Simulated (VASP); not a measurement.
Set up this calculation in VASP 6.6.1, as the native input.

* Task: single point
* Functional: PBE
* Potentials or basis: VASP PAW PBE potentials, release 64 (Al)
* Cutoff: 520 eV
* k mesh: 14 × 14 × 14
* Occupations: fermi-dirac, width 0.15 eV
* Spin: no spin polarisation
* Dipole correction: no
* Further INCAR settings: ALGO = Normal; EDIFF = 1e-07; NBANDS = 8

The structure of Al lies in POSCAR:

```
Al
1.0
    0.0000000000      1.9904796400      1.9904796400
    1.9904796400      0.0000000000      1.9904796400
    1.9904796400      1.9904796400      0.0000000000
Al
1
Direct
    0.0000000000      0.0000000000      0.0000000000
```

The input as run:

INCAR

```
SYSTEM = Al
PREC = Accurate
ENCUT = 520
EDIFF = 1E-7
ISMEAR = -1
SIGMA = 0.15
LREAL = .False.
LASPH = .True.
NELM = 100
ALGO = Normal
ISIF = 2
LWAVE = .False.
LCHARG = .False.
GGA = PE
NBANDS = 8
```

KPOINTS

```
regular mesh
0
Gamma
  14 14 14
  0 0 0
```

Potentials or basis: VASP PAW PBE potentials, release 64 (Al).

The run is started by

```console
$ cat potpaw_PBE.64/Al/POTCAR > POTCAR
$ mpirun -np 1 vasp_std > vasp.out
```

It gave:

```json
{"Pressure": "3.8 GPa"}
```

Run time: 6 s on 1 thread of Intel Xeon 6975P-C (shared host), peak memory 0.13 GiB.
